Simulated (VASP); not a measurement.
# TePb (F-43m) in VASP: notebook

TePb is run at these levels: PBE, LDA, PBEsol, HSE06, PBE-based global hybrid with 10 % exact exchange; tasks: single point.

Everything below comes from runs of VASP 6.6.1. Logs are shortened: lines on timing, memory, paths and dates and some standing lists are left out, and cuts for length are marked.

## (1) The cell of the first run

The structure is cubic, space group F-43m (No. 216). Conventional cell: a = 7.283 Å, b = 7.283 Å, c = 7.283 Å, α = 90.00°, β = 90.00°, γ = 90.00°. Within 4.1 Å of Pb (site symmetry -43m) lie 4 Te at 3.15 Å. Te (site symmetry -43m) has 4 Pb at 3.15 Å within 4.1 Å.

## (2) Single point, PBE

The input, INCAR:

```
SYSTEM = TePb
PREC     = Accurate       ! precision mode
ENCUT    = 520            ! plane-wave cutoff, eV
EDIFF    = 1E-7           ! SCF threshold, eV
ISMEAR   = 0              ! smearing method
SIGMA    = 0.01           ! smearing width, eV
LREAL    = .FALSE.        ! projectors in reciprocal space
LASPH    = .TRUE.         ! aspherical terms in the spheres
NELM     = 100            ! most SCF steps
ALGO     = Normal         ! electronic algorithm
ISIF     = 2              ! what is computed and relaxed
LWAVE    = .FALSE.        ! write WAVECAR
LCHARG   = .FALSE.        ! write CHGCAR
GGA      = PE             ! functional
NBANDS   = 17             ! bands
```

The input, KPOINTS:

```
Automatic mesh
0
G
  4 4 4
  0 0 0
```

The input, POSCAR:

```
TePb
1.0
    0.0000000000      3.6414940629      3.6414940629
    3.6414940629      0.0000000000      3.6414940629
    3.6414940629      3.6414940629      0.0000000000
Pb Te
1 1
Direct
    0.0000000000      0.0000000000      0.0000000000
    0.2500000000      0.2500000000      0.2500000000
```

Potentials or basis: VASP PAW PBE potentials, release 64 (Pb_d, Te).

On the command line:

```console
cat potpaw_PBE.64/Pb_d/POTCAR potpaw_PBE.64/Te/POTCAR > POTCAR
mpirun -np 1 vasp_std > vasp.out
```

OUTCAR:

```text
SYSTEM = TePb
   PREC = Accurate
   ENCUT = 520
   EDIFF = 1E-7
   ISMEAR = 0
   LREAL = .FALSE.
   LASPH = .TRUE.
   NELM = 100
   ISIF = 2
   GGA = PE

 ion  position               nearest neighbor table
   1  0.000  0.000  0.000-   2 3.15   2 3.15   2 3.15   2 3.15
   2  0.250  0.250  0.250-   1 3.15   1 3.15   1 3.15   1 3.15

  LATTYP: Found a face centered cubic cell.
 ALAT       =     7.2829881258

  Lattice vectors:

 A1 = (   0.0000000000,   3.6414940629,   3.6414940629)
 A2 = (   3.6414940629,   0.0000000000,   3.6414940629)
 A3 = (   3.6414940629,   3.6414940629,   0.0000000000)

Analysis of symmetry for initial positions (statically):
=====================================================================
 Subroutine PRICEL returns:
 Original cell was already a primitive cell.

 Routine SETGRP: Setting up the symmetry group for a
 face centered cubic supercell.

 Subroutine GETGRP returns: Found 24 space group operations
 (whereof 24 operations were pure point group operations)
 out of a pool of 48 trial point group operations.

The static configuration has the point symmetry T_d .

Analysis of symmetry for dynamics (positions and initial velocities):
=====================================================================
 Subroutine PRICEL returns:
 Original cell was already a primitive cell.

 Routine SETGRP: Setting up the symmetry group for a
 face centered cubic supercell.

 Subroutine GETGRP returns: Found 24 space group operations
 (whereof 24 operations were pure point group operations)
 out of a pool of 48 trial point group operations.

The dynamic configuration has the point symmetry T_d .

 Subroutine INISYM returns: Found 24 space group operations
 (whereof 24 operations are pure point group operations),
 and found     1 'primitive' translations

----------------------------------------------------------------------------------------

                                     Primitive cell

  volume of cell :      96.5759

  direct lattice vectors                    reciprocal lattice vectors
     0.000000000  3.641494063  3.641494063    -0.137306279  0.137306279  0.137306279
     3.641494063  0.000000000  3.641494063     0.137306279 -0.137306279  0.137306279
     3.641494063  3.641494063  0.000000000     0.137306279  0.137306279 -0.137306279

  length of vectors
     5.149850291  5.149850291  5.149850291     0.237821452  0.237821452  0.237821452

  position of ions in fractional coordinates (direct lattice)
     0.000000000  0.000000000  0.000000000
     0.250000000  0.250000000  0.250000000

  ion indices of the primitive-cell ions
   primitive index   ion index
                 1           1
                 2           2

----------------------------------------------------------------------------------------

 KPOINTS: Automatic mesh

Automatic generation of k-mesh.
 Grid dimensions read from file:
 generate k-points for:    4    4    4

 Generating k-lattice:

  Cartesian coordinates                     Fractional coordinates (reciprocal lattice)
    -0.034326570  0.034326570  0.034326570     0.250000000  0.000000000  0.000000000
     0.034326570 -0.034326570  0.034326570     0.000000000  0.250000000  0.000000000
     0.034326570  0.034326570 -0.034326570     0.000000000  0.000000000  0.250000000

  Length of vectors
     0.059455363  0.059455363  0.059455363

  Shift w.r.t. Gamma in fractional coordinates (k-lattice)
     0.000000000  0.000000000  0.000000000

 Subroutine IBZKPT returns following result:
 ===========================================

 Found      8 irreducible k-points:

 Following reciprocal coordinates:
            Coordinates               Weight
  0.000000  0.000000  0.000000      1.000000
  0.250000  0.000000  0.000000      8.000000
  0.500000  0.000000  0.000000      4.000000
  0.250000  0.250000  0.000000      6.000000
  0.500000  0.250000  0.000000     24.000000
 -0.250000  0.250000  0.000000     12.000000
  0.500000  0.500000  0.000000      3.000000
 -0.250000  0.500000  0.250000      6.000000
   k-points           NKPTS =      8   k-points in BZ     NKDIM =      8   number of bands    NBANDS=     17
   number of dos      NEDOS =    301   number of ions     NIONS =      2
   total plane-waves  NPLWV =  64000
   dimension x,y,z NGX =    40 NGY =   40 NGZ =   40
   dimension x,y,z NGXF=    80 NGYF=   80 NGZF=   80
   ions per type =               1   1
   NGX,Y,Z   is equivalent  to a cutoff of  12.91, 12.91, 12.91 a.u.
   NGXF,Y,Z  is equivalent  to a cutoff of  25.83, 25.83, 25.83 a.u.
 SYSTEM =  TePb
   PREC   = accura    normal or accurate (medium, high low for compatibility)
   ISTART =      0    job   : 0-new  1-cont  2-samecut
   ICHARG =      2    charge: 1-file 2-atom 10-const
   ISPIN  =      1    spin polarized calculation?
   LNONCOLLINEAR =      F non collinear calculations
   LSORBIT =      F    spin-orbit coupling
   LASPH  =      T    aspherical Exc in radial PAW
   ENCUT  =  520.0 eV  38.22 Ry    6.18 a.u.   9.58  9.58  9.58*2*pi/ulx,y,z
   NELM   =    100;   NELMIN=  2; NELMDL= -5     # of ELM steps
   EDIFF  = 0.1E-06   stopping-criterion for ELM
   LREAL  =      F    real-space projection
   EDIFFG = 0.1E-05   stopping-criterion for IOM
   NSW    =      0    number of steps for IOM
   IBRION =     -1    ionic relax: 0-MD 1-quasi-New 2-CG
   NFREE  =      0    steps in history (QN), initial steepest desc. (CG)
   ISIF   =      2    stress and relaxation
   ISYM   =      2    0-nonsym 1-usesym 2-fastsym
   POTIM  = 0.5000    time-step for ionic-motion
   TEBEG  =    0.0;   TEEND  =   0.0 temperature during run
   PSTRESS=    0.0 pullay stress
   NELECT =      20.0000    total number of electrons
   NUPDOWN=      -1.0000    fix difference up-down
   EMIN   =  10.00;   EMAX   =-10.00  energy-range for DOS
   EFERMI =   0.00;   METHOD = LEGACY
   ISMEAR =     0;   SIGMA  =   0.01  broadening in eV -4-tet -1-fermi 0-gaus
   EFERMI_NEDOS =   21; number of points for ismear=-14 and -15
   IALGO  =     38    algorithm
   IMIX   =      4    mixing-type and parameters
     AMIX     =   0.40;   BMIX     =  1.00
     AMIX_MAG =   1.60;   BMIX_MAG =  1.00
  volume/ion in A,a.u.               =      48.29       325.86
  Fermi-wavevector in a.u.,A,eV,Ry     =   0.968565  1.830322 12.763860  0.938117
  Thomas-Fermi vector in A             =   2.098544
   LORBIT       =      0    0 simple, 1 ext, 2 COOP (PROOUT), +10 PAW based schemes
   GGA     = PE    functional components
   LHFCALC =     F    Hartree Fock is set to
   AEXX    =    0.0000 exact exchange contribution
   IVDW    =     0    specifies the selected vdW correction
   LEPSILON=     F    determine dielectric tensor
   LRPA    =     F    only Hartree local field effects (RPA)
 non-spin polarized calculation
 Gauss-broadening in eV      SIGMA  =   0.01
  energy-cutoff  :      520.00
  volume of cell :       96.58
 maximum number of plane-waves:      2637
 NGX is ok and might be reduce to    40
   NGX = 19   NGY = 19   NGZ = 19

 number of electron      20.0000000 magnetization

 Free energy of the ion-electron system (eV)
  ---------------------------------------------------
  ext. energy  EPLUGINS =         0.00000000
  ---------------------------------------------------
  free energy    TOTEN  =        -7.15061383 eV

  energy without entropy =       -7.15061383  energy(sigma->0) =       -7.15061383

 E-fermi :   2.8746     XC(G=0):  -7.4501

 val. band max:        2.7954794874   @ k =  -0.2500   0.5000   0.2500
 cond. band min:       3.3840504223   @ k =   0.5000   0.5000   0.0000
 fundamental gap:      0.5885709349
 Fermi energy:         2.8746352406

 k-point     1 :       0.0000    0.0000    0.0000
  band No.  band energies     occupation
      1     -14.1518      2.00000
      2     -14.1518      2.00000
      3     -14.1518      2.00000
      4     -14.1284      2.00000
      5     -14.1284      2.00000
      6      -8.5934      2.00000
[... 9 lines left out ...]
     16       9.8499      0.00000
     17      10.7461      0.00000

 k-point     2 :       0.2500    0.0000    0.0000
  band No.  band energies     occupation
      1     -14.1565      2.00000
      2     -14.1494      2.00000
      3     -14.1494      2.00000
      4     -14.1282      2.00000
      5     -14.1282      2.00000
      6      -8.2935      2.00000
[... 9 lines left out ...]
     16       9.2032      0.00000
     17      10.2726      0.00000

 k-point     3 :       0.5000    0.0000    0.0000
  band No.  band energies     occupation
      1     -14.1611      2.00000
      2     -14.1474      2.00000
      3     -14.1474      2.00000
      4     -14.1276      2.00000
      5     -14.1276      2.00000
      6      -7.8835      2.00000
[... 9 lines left out ...]
     16      10.1268      0.00000
     17      10.1268      0.00000

 k-point     4 :       0.2500    0.2500    0.0000
  band No.  band energies     occupation
      1     -14.1609      2.00000
      2     -14.1469      2.00000
      3     -14.1469      2.00000
      4     -14.1298      2.00000
      5     -14.1270      2.00000
      6      -8.1812      2.00000
[... 9 lines left out ...]
     16      10.3676      0.00000
     17      12.0021      0.00000

 k-point     5 :       0.5000    0.2500    0.0000
  band No.  band energies     occupation
      1     -14.1647      2.00000
      2     -14.1452      2.00000
      3     -14.1444      2.00000
      4     -14.1296      2.00000
      5     -14.1268      2.00000
      6      -7.7279      2.00000
[... 9 lines left out ...]
     16      10.4087      0.00000
     17      11.0796      0.00000

 k-point     6 :      -0.2500    0.2500    0.0000
  band No.  band energies     occupation
      1     -14.1615      2.00000
      2     -14.1467      2.00000
      3     -14.1466      2.00000
      4     -14.1283      2.00000
      5     -14.1279      2.00000
      6      -7.8979      2.00000
[... 9 lines left out ...]
     16      10.0217      0.00000
     17      11.0859      0.00000

 k-point     7 :       0.5000    0.5000    0.0000
  band No.  band energies     occupation
      1     -14.1698      2.00000
      2     -14.1418      2.00000
      3     -14.1418      2.00000
      4     -14.1314      2.00000
      5     -14.1256      2.00000
      6      -7.5261      2.00000
[... 9 lines left out ...]
     16      11.3691      0.00000
     17      11.4680      0.00000

 k-point     8 :      -0.2500    0.5000    0.2500
  band No.  band energies     occupation
      1     -14.1661      2.00000
      2     -14.1457      2.00000
      3     -14.1421      2.00000
      4     -14.1298      2.00000
      5     -14.1270      2.00000
      6      -7.5221      2.00000
[... 9 lines left out ...]
     16      10.9912      0.00000
     17      11.1677      0.00000

------------------------ aborting loop because EDIFF is reached ----------------------------------------

  FORCE on cell =-STRESS in cart. coord.  units (eV):
  Direction    XX          YY          ZZ          XY          YZ          ZX
  --------------------------------------------------------------------------------------
  -------------------------------------------------------------------------------------
  Total        0.2757467      0.2757467      0.2757467      0.0000000     -0.0000000      0.0000000
  in kB        4.5745896      4.5745896      4.5745896      0.0000000     -0.0000000      0.0000000
  external PRESSURE =       4.5745896 kB  Pullay stress =       0.0000000 kB

 VOLUME and BASIS-vectors are now :
 -----------------------------------------------------------------------------
  energy-cutoff  :      520.00
  volume of cell :       96.58
      direct lattice vectors                 reciprocal lattice vectors
     0.000000000  3.641494063  3.641494063    -0.137306279  0.137306279  0.137306279
     3.641494063  0.000000000  3.641494063     0.137306279 -0.137306279  0.137306279
     3.641494063  3.641494063  0.000000000     0.137306279  0.137306279 -0.137306279

 POSITION                                       TOTAL-FORCE (eV/Angst)
 -----------------------------------------------------------------------------------
      0.00000      0.00000      0.00000        -0.000000     -0.000000     -0.000000
      1.82075      1.82075      1.82075         0.000000      0.000000      0.000000
 -----------------------------------------------------------------------------------
    total drift:                                0.000000      0.000000      0.000000

  FREE ENERGIE OF THE ION-ELECTRON SYSTEM (eV)
  ---------------------------------------------------
  free  energy   TOTEN  =        -7.1506138331 eV

  energy  without entropy=       -7.1506138331  energy(sigma->0) =       -7.15061383
```

Wall time 49 s (1 thread of AMD EPYC 7R43 (Zen 3), shared host); peak memory 0.2 GiB.

Results:

- Free energy: -7.1506 eV
- Pressure: 0.5 GPa
- Band gap on the k mesh: 0.59 eV (least direct gap 1.19 eV)

Caveat: spin-orbit coupling is left out, which moves the levels of the heavy elements.

## (3) Single point, LDA

The input, INCAR:

```
PREC = Accurate
ENCUT = 520
EDIFF = 1E-6
ISMEAR = 0
SIGMA = 0.01
LREAL = False
LASPH = True
NELM = 60
ALGO = Normal
ISIF = 2
LWAVE = False
LCHARG = False
NBANDS = 17
```

The input, KPOINTS:

```
Automatic mesh
0
Gamma
  4 4 4
```

POSCAR is that of step 2.

Potentials or basis: VASP PAW LDA potentials, release 64 (Pb_d, Te).

On the command line:

```console
cat potpaw_LDA.64/Pb_d/POTCAR potpaw_LDA.64/Te/POTCAR > POTCAR
mpirun -np 1 vasp_std > vasp.out
```

Run time: 37 s. Hardware: 1 thread of AMD EPYC 7R43 (Zen 3), shared host; peak memory 0.15 GiB.

It converged, with:

```yaml
Free_energy: -8.1092 eV
Pressure: -1.7 GPa
Band_gap_on_the_k_mesh: 0.45 eV (least direct gap 1.07 eV)
```

Levels at points of the mesh, in eV from the valence-band top:
```csv
k point,band 7,band 8,band 9,band 10,band 11,band 12,band 13,band 14
"(0.00, 0.00, 0.00)",-6.31,-1.45,-1.45,-1.45,1.46,1.46,1.46,3.87
"(0.50, 0.00, 0.00)",-7.90,-2.01,-2.01,-1.99,2.27,2.27,3.61,5.59
"(0.50, 0.50, 0.00)",-8.40,-2.70,-2.70,-0.62,0.45,4.31,4.31,5.50
```

Caveat: spin-orbit coupling is left out, which moves the levels of the heavy elements.

(Part 1 of 2 ends here.)
